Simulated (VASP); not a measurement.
# Fe (Im-3m) in VASP: notebook

Fe is run at these levels: LDA; tasks: single point.

Everything below comes from runs of VASP 6.6.1. Logs are shortened: lines on timing, memory, paths and dates and some standing lists are left out, and cuts for length are marked.

### Step 1. The cell of the first run

It takes space group Im-3m (No. 229, cubic). The conventional cell has a = 2.750 Å, b = 2.750 Å, c = 2.750 Å, α = 90.00°, β = 90.00°, γ = 90.00°. Fe (site symmetry m-3m) has 14 Fe at 2.38 to 2.75 Å within 3.1 Å.

### Step 2. Single point, LDA, collinear spin, ferromagnetic start

INCAR

```
PREC = Accurate ; ENCUT = 520
EDIFF = 1E-7 ; ISMEAR = -1
SIGMA = 0.05 ; LREAL = F
LASPH = T ; NELM = 150
ALGO = Normal ; ISIF = 2
LWAVE = F ; LCHARG = T
ISPIN = 2 ; MAGMOM = 3
LORBIT = 11 ; LMAXMIX = 4
LELF = T ; LVHAR = T
NBANDS = 14
```

KPOINTS

```
regular mesh
0
Gamma
  13 13 13
```

POSCAR

```
Fe
1.0
   -1.3751539428      1.3751539428      1.3751539428
    1.3751539428     -1.3751539428      1.3751539428
    1.3751539428      1.3751539428     -1.3751539428
Fe
1
Direct
    0.0000000000      0.0000000000      0.0000000000
```

Potentials or basis: VASP PAW LDA potentials, release 64 (Fe).

The run is started by

```bash
cat potpaw_LDA.64/Fe/POTCAR > POTCAR
mpirun -np 1 vasp_std > vasp.out
```

OUTCAR:

```text
PREC = Accurate
   ENCUT = 520
   EDIFF = 1E-7
   ISMEAR = -1
   LREAL = F
   LASPH = T
   NELM = 150
   ISIF = 2
   ISPIN = 2
   LORBIT = 11

 ion  position               nearest neighbor table
   1  0.000  0.000  0.000-

  LATTYP: Found a body centered cubic cell.
 ALAT       =     2.7503078856

  Lattice vectors:

 A1 = (  -1.3751539428,   1.3751539428,   1.3751539428)
 A2 = (   1.3751539428,  -1.3751539428,   1.3751539428)
 A3 = (   1.3751539428,   1.3751539428,  -1.3751539428)

Analysis of symmetry for initial positions (statically):
=====================================================================
 Subroutine PRICEL returns:
 Original cell was already a primitive cell.

 Routine SETGRP: Setting up the symmetry group for a
 body centered cubic supercell.

 Subroutine GETGRP returns: Found 48 space group operations
 (whereof 48 operations were pure point group operations)
 out of a pool of 48 trial point group operations.

The static configuration has the point symmetry O_h .

Analysis of symmetry for dynamics (positions and initial velocities):
=====================================================================
 Subroutine PRICEL returns:
 Original cell was already a primitive cell.

 Routine SETGRP: Setting up the symmetry group for a
 body centered cubic supercell.

 Subroutine GETGRP returns: Found 48 space group operations
 (whereof 48 operations were pure point group operations)
 out of a pool of 48 trial point group operations.

The dynamic configuration has the point symmetry O_h .

Analysis of structural, dynamic, and magnetic symmetry:
=====================================================================
 Subroutine PRICEL returns:
 Original cell was already a primitive cell.

 Routine SETGRP: Setting up the symmetry group for a
 body centered cubic supercell.

 Subroutine GETGRP returns: Found 48 space group operations
 (whereof 48 operations were pure point group operations)
 out of a pool of 48 trial point group operations.

The overall configuration has the point symmetry O_h .

 Subroutine INISYM returns: Found 48 space group operations
 (whereof 48 operations are pure point group operations),
 and found     1 'primitive' translations

----------------------------------------------------------------------------------------

                                     Primitive cell

  volume of cell :      10.4019

  direct lattice vectors                    reciprocal lattice vectors
    -1.375153943  1.375153943  1.375153943     0.000000000  0.363595656  0.363595656
     1.375153943 -1.375153943  1.375153943     0.363595656  0.000000000  0.363595656
     1.375153943  1.375153943 -1.375153943     0.363595656  0.363595656  0.000000000

  length of vectors
     2.381836497  2.381836497  2.381836497     0.514201908  0.514201908  0.514201908

  position of ions in fractional coordinates (direct lattice)
     0.000000000  0.000000000  0.000000000

  ion indices of the primitive-cell ions
   primitive index   ion index
                 1           1

----------------------------------------------------------------------------------------

 KPOINTS: regular mesh

Automatic generation of k-mesh.
 Grid dimensions read from file:
 generate k-points for:   13   13   13

 Generating k-lattice:

  Cartesian coordinates                     Fractional coordinates (reciprocal lattice)
     0.000000000  0.027968897  0.027968897     0.076923077  0.000000000  0.000000000
     0.027968897  0.000000000  0.027968897     0.000000000  0.076923077  0.000000000
     0.027968897  0.027968897  0.000000000     0.000000000  0.000000000  0.076923077

  Length of vectors
     0.039553993  0.039553993  0.039553993

  Shift w.r.t. Gamma in fractional coordinates (k-lattice)
     0.000000000  0.000000000  0.000000000

 Subroutine IBZKPT returns following result:
 ===========================================

 Found     84 irreducible k-points:

 Following reciprocal coordinates:
            Coordinates               Weight
  0.000000  0.000000  0.000000      1.000000
  0.076923  0.000000  0.000000     12.000000
  0.153846  0.000000  0.000000     12.000000
  0.230769  0.000000  0.000000     12.000000
  0.307692  0.000000  0.000000     12.000000
  0.384615  0.000000  0.000000     12.000000
[... 16 lines left out ...]
  0.153846  0.076923  0.076923     24.000000
  0.230769  0.076923  0.076923     24.000000
 [... further k-points ...]
   k-points           NKPTS =     84   k-points in BZ     NKDIM =     84   number of bands    NBANDS=     14
   number of dos      NEDOS =    301   number of ions     NIONS =      1
   total plane-waves  NPLWV =   5832
   dimension x,y,z NGX =    18 NGY =   18 NGZ =   18
   dimension x,y,z NGXF=    36 NGYF=   36 NGZF=   36
   ions per type =               1
   NGX,Y,Z   is equivalent  to a cutoff of  12.56, 12.56, 12.56 a.u.
   NGXF,Y,Z  is equivalent  to a cutoff of  25.13, 25.13, 25.13 a.u.
 SYSTEM =  unknown system
   PREC   = accura    normal or accurate (medium, high low for compatibility)
   ISTART =      0    job   : 0-new  1-cont  2-samecut
   ICHARG =      2    charge: 1-file 2-atom 10-const
   ISPIN  =      2    spin polarized calculation?
   LNONCOLLINEAR =      F non collinear calculations
   LSORBIT =      F    spin-orbit coupling
   LASPH  =      T    aspherical Exc in radial PAW
   ENCUT  =  520.0 eV  38.22 Ry    6.18 a.u.   4.43  4.43  4.43*2*pi/ulx,y,z
   NELM   =    150;   NELMIN=  2; NELMDL= -5     # of ELM steps
   EDIFF  = 0.1E-06   stopping-criterion for ELM
   LREAL  =      F    real-space projection
   EDIFFG = 0.1E-05   stopping-criterion for IOM
   NSW    =      0    number of steps for IOM
   IBRION =     -1    ionic relax: 0-MD 1-quasi-New 2-CG
   NFREE  =      0    steps in history (QN), initial steepest desc. (CG)
   ISIF   =      2    stress and relaxation
   ISYM   =      2    0-nonsym 1-usesym 2-fastsym
   POTIM  = 0.5000    time-step for ionic-motion
   TEBEG  =    0.0;   TEEND  =   0.0 temperature during run
   PSTRESS=    0.0 pullay stress
   NELECT =       8.0000    total number of electrons
   NUPDOWN=      -1.0000    fix difference up-down
   EMIN   =  10.00;   EMAX   =-10.00  energy-range for DOS
   EFERMI =   0.00;   METHOD = LEGACY
   ISMEAR =    -1;   SIGMA  =   0.05  broadening in eV -4-tet -1-fermi 0-gaus
   EFERMI_NEDOS =   21; number of points for ismear=-14 and -15
   IALGO  =     38    algorithm
   IMIX   =      4    mixing-type and parameters
     AMIX     =   0.40;   BMIX     =  1.00
     AMIX_MAG =   1.60;   BMIX_MAG =  1.00
  volume/ion in A,a.u.               =      10.40        70.20
  Fermi-wavevector in a.u.,A,eV,Ry     =   1.499916  2.834430 30.609667  2.249747
  Thomas-Fermi vector in A             =   2.611484
   LORBIT       =     11    0 simple, 1 ext, 2 COOP (PROOUT), +10 PAW based schemes
   GGA     = CA    functional components
   LHFCALC =     F    Hartree Fock is set to
   AEXX    =    0.0000 exact exchange contribution
   IVDW    =     0    specifies the selected vdW correction
   LEPSILON=     F    determine dielectric tensor
   LRPA    =     F    only Hartree local field effects (RPA)
 spin polarized calculation
  energy-cutoff  :      520.00
  volume of cell :       10.40
 maximum number of plane-waves:       321
 NGX is ok and might be reduce to    18
   NGX =  9   NGY =  9   NGZ =  9

 number of electron       7.9999993 magnetization       1.9824650

 Free energy of the ion-electron system (eV)
  ---------------------------------------------------
  ext. energy  EPLUGINS =         0.00000000
  ---------------------------------------------------
  free energy    TOTEN  =        -9.23029392 eV

  energy without entropy =       -9.22213809  energy(sigma->0) =       -9.22621601

 E-fermi :   6.7679     XC(G=0): -13.9206

 val. band max:        6.7667057410   @ k =  -0.3846   0.3846   0.1538
 cond. band min:       6.7712626637   @ k =   0.4615   0.0769  -0.0000
 fundamental gap:      0.0045569227
 Fermi energy:         6.7678632876

 spin component 1

 k-point     1 :       0.0000    0.0000    0.0000
  band No.  band energies     occupation
      1      -2.3881      1.00000
      2       4.2030      1.00000
      3       4.2030      1.00000
      4       4.2030      1.00000
      5       5.7581      1.00000
      6       5.7581      1.00000
      7      32.3857      0.00000
      8      32.3857      0.00000
      9      32.3857      0.00000
     10      38.1311      0.00000
     11      38.1311      0.00000
     12      40.8064      0.00000
     13      40.8064      0.00000
     14      40.8064      0.00000
[... 375 lines left out ...]
 k-point    24 :       0.2308    0.0769    0.0769
  band No.  band energies     occupation
      1       1.1939      1.00000
      2       3.2339      1.00000
      3       3.7084      1.00000
      4       5.6759      1.00000
      5       5.8857      1.00000
      6       6.9976      0.01000
      7      20.9660      0.00000
      8      24.9643      0.00000
      9      27.4153      0.00000
     10      34.4743      0.00000
     11      39.2596      0.00000
     12      41.3144      0.00000
     13      43.3613      0.00000
     14      46.9982      0.00000

 [... further k-points ...]

 spin component 2

 k-point     1 :       0.0000    0.0000    0.0000
  band No.  band energies     occupation
      1      -2.0120      1.00000
      2       5.8203      1.00000
      3       5.8203      1.00000
      4       5.8203      1.00000
      5       7.8764      0.00000
      6       7.8764      0.00000
      7      32.5586      0.00000
      8      32.5586      0.00000
      9      32.5586      0.00000
     10      38.6054      0.00000
     11      38.6054      0.00000
     12      41.6021      0.00000
     13      41.6021      0.00000
     14      41.6021      0.00000
[... 375 lines left out ...]
 k-point    24 :       0.2308    0.0769    0.0769
  band No.  band energies     occupation
      1       1.8079      1.00000
      2       4.7141      1.00000
      3       5.0504      1.00000
      4       7.7081      0.00000
      5       8.0237      0.00000
      6       8.6719      0.00000
      7      21.8060      0.00000
      8      25.5523      0.00000
      9      28.1174      0.00000
     10      34.8445      0.00000
     11      39.9238      0.00000
     12      41.7609      0.00000
     13      43.8583      0.00000
     14      47.6336      0.00000

 [... further k-points ...]
[... 5 lines left out ...]
  --------------------------------------------------------------------------------------
  -------------------------------------------------------------------------------------
  Total       -0.0297723     -0.0297723     -0.0297723      0.0000000     -0.0000000      0.0000000
  in kB       -4.5857357     -4.5857357     -4.5857357      0.0000000     -0.0000000      0.0000000
  external PRESSURE =      -4.5857357 kB  Pullay stress =       0.0000000 kB

 VOLUME and BASIS-vectors are now :
 -----------------------------------------------------------------------------
  energy-cutoff  :      520.00
  volume of cell :       10.40
      direct lattice vectors                 reciprocal lattice vectors
    -1.375153943  1.375153943  1.375153943     0.000000000  0.363595656  0.363595656
     1.375153943 -1.375153943  1.375153943     0.363595656  0.000000000  0.363595656
     1.375153943  1.375153943 -1.375153943     0.363595656  0.363595656  0.000000000

 POSITION                                       TOTAL-FORCE (eV/Angst)
 -----------------------------------------------------------------------------------
      0.00000      0.00000      0.00000         0.000000     -0.000000      0.000000
 -----------------------------------------------------------------------------------
    total drift:                                0.000000      0.000000      0.000000

  FREE ENERGIE OF THE ION-ELECTRON SYSTEM (eV)
  ---------------------------------------------------
  free  energy   TOTEN  =        -9.2302939246 eV

  energy  without entropy=       -9.2221380925  energy(sigma->0) =       -9.22621601

 total charge

# of ion       s       p       d       tot
------------------------------------------
    1        0.526   0.617   6.333   7.476

 magnetization (x)

# of ion       s       p       d       tot
------------------------------------------
    1       -0.010  -0.035   1.995   1.950
```

Run time: 24 s. Hardware: 1 thread of Intel Xeon Platinum 8488C (Sapphire Rapids), shared host; peak memory 0.13 GiB.

What came out:

```
Free energy                                           : -9.2303 eV
Pressure                                              : -0.5 GPa
Band gap on the k mesh                                : zero (filled and empty bands overlap)
Net moment                                            : 1.98 μB per cell
Site moments                                          : Fe +1.95 μB
Valence electrons inside the program's atomic spheres : Fe 7.48
```

[end of part 1 of 2]
